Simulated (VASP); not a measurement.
Set up this calculation in VASP 6.6.1, as the native input.

```yaml
Task: relaxation of cell and atoms
Functional: PBE
Potentials_or_basis: VASP PAW PBE potentials, release 64 (Cd, F)
Cutoff: 600 eV
k_mesh: 10 × 10 × 10
Occupations: gaussian, width 0.1 eV
Spin: no spin polarisation
Dipole_correction: no
Further_INCAR_settings: ALGO = Fast; EDIFF = 1e-06; IBRION = 2; EDIFFG = -0.01; NSW = 100; ISIF = 3
```

The structure of Cd3F lies in POSCAR:

```
Cd3F
1.0
    4.3668027092      0.0000000000      0.0000000000
    0.0000000000      4.3668027092      0.0000000000
    0.0000000000      0.0000000000      4.3668027092
Cd F
3 1
Direct
    0.0000000000      0.5000000000      0.5000000000
    0.5000000000      0.0000000000      0.5000000000
    0.5000000000      0.5000000000      0.0000000000
    0.0000000000      0.0000000000      0.0000000000
```

The cell was generated, and may not be a known phase.

The input as run:

INCAR

```
SYSTEM = Cd3F
PREC = Accurate
ENCUT = 600
EDIFF = 1E-6
ISMEAR = 0
SIGMA = 0.1
LREAL = .FALSE.
LASPH = .TRUE.
NELM = 80
ALGO = Fast
ISIF = 3
LWAVE = .FALSE.
LCHARG = .FALSE.
GGA = PE
IBRION = 2
NSW = 100
EDIFFG = -0.01
```

KPOINTS

```
regular mesh
0
G
  10 10 10
  0 0 0
```

Potentials or basis: VASP PAW PBE potentials, release 64 (Cd, F).

Launch:

```sh
$ cat potpaw_PBE.64/Cd/POTCAR potpaw_PBE.64/F/POTCAR > POTCAR
$ mpirun -np 1 vasp_std > vasp.out
```

Results of the run:

```
Pressure after relaxing : 0.0 GPa
Band gap on the k mesh  : zero (an odd number of electrons rules out a gap without spin polarisation)
```

Caveat: the relaxation stopped at its first step, so nothing moved; an odd number of electrons without spin polarisation forces a metal; a magnetic or distorted state may lie lower.

Wall time 110 s on 1 thread of Oxide Virtual Turin-like Processor (shared host), peak memory 0.25 GiB.
